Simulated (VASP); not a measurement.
# Ta2N (P-3m1) in VASP: a series of runs, part 2 of 2

VASP 6.6.1.

## Step 3: Single point, LDA (11.79 Å³/atom)

This run uses another cell than the first one, of 11.79 Å³/atom.

INCAR

```
SYSTEM = Ta2N
PREC = Accurate
ENCUT = 700
EDIFF = 1E-6
ISMEAR = 0
SIGMA = 0.1
LREAL = .False.
LASPH = .True.
NELM = 120
ALGO = Normal
ISIF = 2
LWAVE = .False.
LCHARG = .False.
GGA = CA
NBANDS = 22
GGA_COMPAT = .False.
```

KPOINTS

```
Automatic mesh
0
Gamma
  15 15 10
  0 0 0
```

POSCAR

```
Ta2N
1.0
    2.9560895471     -0.0000000027      0.0000000000
   -1.4780447712      2.5600486450      0.0000000000
    0.0000000000      0.0000000000      4.6738557456
Ta N
2 1
Direct
    0.6666666667      0.3333333333      0.7416852982
    0.3333333333      0.6666666667      0.2583147018
    0.0000000000      0.0000000000      0.0000000000
```

Potentials or basis: VASP PAW LDA potentials, release 64 (Ta_sv_GW, N).

Run with:

```sh
$ cat potpaw_LDA.64/Ta_sv_GW/POTCAR potpaw_LDA.64/N/POTCAR > POTCAR
$ mpirun -np 1 vasp_std > vasp.out
```

OUTCAR:

```text
SYSTEM = Ta2N
   PREC = Accurate
   ENCUT = 700
   EDIFF = 1E-6
   ISMEAR = 0
   LREAL = .False.
   LASPH = .True.
   NELM = 120
   ISIF = 2
   GGA = CA

 ion  position               nearest neighbor table
   1  0.667  0.333  0.742-   3 2.09   3 2.09   3 2.09   2 2.83   2 2.83   2 2.83   2 2.96   2 2.96
                             2 2.96
   2  0.333  0.667  0.258-   3 2.09   3 2.09   3 2.09   1 2.83   1 2.83   1 2.83   1 2.96   1 2.96
                             1 2.96
   3  0.000  0.000  0.000-   1 2.09   2 2.09   2 2.09   1 2.09   1 2.09   2 2.09

  LATTYP: Found a hexagonal cell.
 ALAT       =     2.9560895471
[... 798 lines left out ...]
  --------------------------------------------------------------------------------------
  -------------------------------------------------------------------------------------
  Total        7.9997534      7.9997534      7.9419162      0.0000000      0.0000000      0.0000000
  in kB      362.3648582    362.3648582    359.7450078      0.0000000      0.0000000      0.0000000
  external PRESSURE =     361.4915748 kB  Pullay stress =       0.0000000 kB

 VOLUME and BASIS-vectors are now :
 -----------------------------------------------------------------------------
  energy-cutoff  :      700.00
  volume of cell :       35.37
      direct lattice vectors                 reciprocal lattice vectors
     2.956089547 -0.000000003  0.000000000     0.338284746  0.195308789  0.000000000
    -1.478044771  2.560048645  0.000000000     0.000000000  0.390617578  0.000000000
     0.000000000  0.000000000  4.673855746     0.000000000  0.000000000  0.213956111

 POSITION                                       TOTAL-FORCE (eV/Angst)
 -----------------------------------------------------------------------------------
      1.47804      0.85335      3.46653         0.000000      0.000000     -0.056015
      0.00000      1.70670      1.20733        -0.000000     -0.000000      0.056015
      0.00000      0.00000      0.00000        -0.000000      0.000000      0.000000
 -----------------------------------------------------------------------------------
    total drift:                                0.000000     -0.000000     -0.000000

  FREE ENERGIE OF THE ION-ELECTRON SYSTEM (eV)
  ---------------------------------------------------
  free  energy   TOTEN  =       -42.2829120172 eV

  energy  without entropy=      -42.2772159727  energy(sigma->0) =      -42.28006399
```

OSZICAR:

```text
N       E                     dE             d eps       ncg     rms          rms(c)
DAV:   1     0.296201913586E+03    0.29620E+03   -0.22718E+04 10480   0.179E+03
DAV:   2    -0.279414437876E+02   -0.32414E+03   -0.30974E+03 13232   0.431E+02
DAV:   3    -0.461727423269E+02   -0.18231E+02   -0.17969E+02 13656   0.983E+01
DAV:   4    -0.467487387959E+02   -0.57600E+00   -0.57567E+00 13308   0.149E+01
DAV:   5    -0.467546426489E+02   -0.59039E-02   -0.59024E-02 14156   0.150E+00    0.105E+02
DAV:   6    -0.427039428103E+02    0.40507E+01   -0.17044E+01 11744   0.245E+01    0.807E+01
DAV:   7    -0.427647259917E+02   -0.60783E-01   -0.63810E+00 10712   0.161E+01    0.795E+00
DAV:   8    -0.422859748879E+02    0.47875E+00   -0.17822E+00 11210   0.830E+00    0.613E+00
DAV:   9    -0.422836486464E+02    0.23262E-02   -0.11529E-01 12638   0.235E+00    0.391E+00
DAV:  10    -0.422833497991E+02    0.29885E-03   -0.28662E-03 11736   0.385E-01    0.307E+00
DAV:  11    -0.422832699299E+02    0.79869E-04   -0.64206E-04 12696   0.231E-01    0.908E-01
DAV:  12    -0.422829508167E+02    0.31911E-03   -0.23424E-03 11570   0.394E-01    0.202E+00
DAV:  13    -0.422829194923E+02    0.31324E-04   -0.93675E-05 11966   0.690E-02    0.912E-01
DAV:  14    -0.422829135783E+02    0.59140E-05   -0.16556E-05 12390   0.270E-02    0.282E-01
DAV:  15    -0.422829120754E+02    0.15029E-05   -0.39957E-06  9588   0.151E-02    0.140E-01
DAV:  16    -0.422829120172E+02    0.58199E-07   -0.53294E-07  6064   0.513E-03
   1 F= -.42282912E+02 E0= -.42280064E+02  d E =-.569604E-02
```

stdout:

```text
POSCAR found type information on POSCAR TaN
 POSCAR found :  2 types and       3 ions
 scaLAPACK will be used
 LDA part: xc-table for (Slater(with rela. corr.)+CA(PZ))
 , standard interpolation
 POSCAR, INCAR and KPOINTS ok, starting setup
 FFT: planning ... GRIDC
 FFT: planning ... GRID_SOFT
 FFT: planning ... GRID
 WAVECAR not read
 entering main loop
```

Wall time 7.5 min (1 thread of Intel Xeon Platinum 8259CL at 2.50GHz (Skylake/Cascade Lake), shared host); peak memory 0.38 GiB.

What came out:

```yaml
Free_energy: -42.2829 eV
Pressure: 36.1 GPa
Largest_force: 0.056 eV/Å
Band_gap_on_the_k_mesh: zero (an odd number of electrons rules out a gap without spin polarisation)
```

Forces in eV/Å, atoms in the order of the input:
```
Ta   0.000  0.000 -0.056
Ta   0.000  0.000  0.056
N    0.000  0.000  0.000
```

Stress tensor (GPa, compression positive):
```
36.24  0.00  0.00
 0.00 36.24  0.00
 0.00  0.00 35.97
```

Caveat: the cell stands under pressure; spin-orbit coupling is left out, which moves the levels of the heavy elements.

## Step 4: Single point, LDA (14.12 Å³/atom)

This run uses another cell than the first one, of 14.12 Å³/atom.

INCAR

```
SYSTEM = Ta2N
ALGO = Normal
EDIFF = 1E-6
ENCUT = 700
GGA = CA
GGA_COMPAT = .FALSE.
ISIF = 2
ISMEAR = 0
LASPH = .TRUE.
LCHARG = .FALSE.
LREAL = .FALSE.
LWAVE = .FALSE.
NBANDS = 22
NELM = 120
PREC = Accurate
SIGMA = 0.1
```

KPOINTS

```
k-points
0
G
  15 15 10
  0 0 0
```

POSCAR

```
Ta2N
1.0
    3.1625157612     -0.0000000029      0.0000000000
   -1.5812578780      2.7388189905      0.0000000000
    0.0000000000      0.0000000000      4.8913662660
Ta N
2 1
Direct
    0.6666666667      0.3333333333      0.7530700386
    0.3333333333      0.6666666667      0.2469299614
    0.0000000000      0.0000000000      0.0000000000
```

Run with:

```sh
$ cat potpaw_LDA.64/Ta_sv_GW/POTCAR potpaw_LDA.64/N/POTCAR > POTCAR
$ mpirun -np 1 vasp_std > vasp.out
```

It took 6.5 min on 1 thread of AMD EPYC 7R13 (Zen 3), shared host; peak memory 0.38 GiB.

It converged, with:

| Property | Result |
| --- | --- |
| Free energy | -42.4327 eV |
| Pressure | -20.5 GPa |
| Largest force | 0.025 eV/Å |
| Band gap on the k mesh | zero (an odd number of electrons rules out a gap without spin polarisation) |

Forces on the atoms (eV/Å):
```
Ta   0.000  0.000 -0.025
Ta   0.000  0.000  0.025
N    0.000  0.000  0.000
```

Stress tensor (GPa, compression positive):
```
-20.40   0.00   0.00
  0.00 -20.40   0.00
  0.00   0.00 -20.58
```

Levels at points of the mesh, in eV from the Fermi level:
```csv
k point,band 12,band 13,band 14,band 15,band 16,band 17,band 18,band 19
"(0.00, 0.00, 0.00)",-6.16,-4.68,-0.48,-0.33,-0.33,0.21,0.21,0.53
"(0.00, 0.00, 0.50)",-6.31,-2.60,-2.33,-1.15,-1.15,1.64,1.76,2.03
```

Caveat: the cell stands under tension; spin-orbit coupling is left out, which moves the levels of the heavy elements.

## Step 5: Overview

```tsv
cell	gap on the mesh (eV)	pressure (GPa)	largest force (eV/Å)
a = 2.992, b = 2.992, c = 4.713 Å, angles 90.0, 90.0, 120.0°, 3 atoms, atomic positions A	none	22.4	0.05
a = 2.956, b = 2.956, c = 4.674 Å, angles 90.0, 90.0, 120.0°, 3 atoms, atomic positions B	none	36.1	0.06
a = 3.163, b = 3.163, c = 4.891 Å, angles 90.0, 90.0, 120.0°, 3 atoms, atomic positions C	none	-20.5	0.03
```

Alike in all rows: task single point; level LDA; potentials or basis VASP PAW LDA potentials, release 64 (Ta_sv_GW, N); no spin polarisation; k mesh 15 × 15 × 10; cutoff (eV) 700; smearing gaussian 0.1 eV.

Caveats: spin-orbit coupling is left out, which moves the levels of the heavy elements; the cell stands under pressure (at least some runs); the cell stands under tension (at least some runs).

Total energies depend on the potentials used, so only differences within one code and one set of settings carry meaning.
